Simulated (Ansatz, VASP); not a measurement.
## One calculation of NiSb, two programs

```
Ni Sb
1.0
     0.00000    2.59814    2.59814
     2.59814    0.00000    2.59814
     2.59814    2.59814    0.00000
Ni Sb
1 1
Direct
  0.50000 0.50000 0.50000
  0.00000 0.00000 0.00000
```

Alike in both runs: task single point; functional PBE; k mesh 12 × 12 × 12; occupations gaussian, width 0.05 eV; collinear spin.

|  | VASP | Ansatz |
| --- | --- | --- |
| version | VASP 6.6.1 | Ansatz 0.2.0 |
| potentials or method | VASP PAW PBE potentials, release 64 (Ni, Sb), cutoff 520 eV | scalar-relativistic, plane waves, PAW |
| valence electrons in the cell | 15 | 33 |

```csv
,VASP,Ansatz,Ansatz less VASP
gap on the k mesh at the Fermi level (eV),none,none,-
pressure (GPa),4.5,4.7,+0.14
net moment per atom (μB),0.00,0.00,0.000
```

A gap of «none» marks a metal or a gap that the smearing closes. With one functional, cell and mesh, what is left measures potentials, basis and numerics. VASP's potentials hold 15 valence electrons a cell and Ansatz's 33, so a difference there can come from the potentials and not from the codes. Ansatz's warnings: seeded moment not kept.

Neither program's run includes spin-orbit coupling.
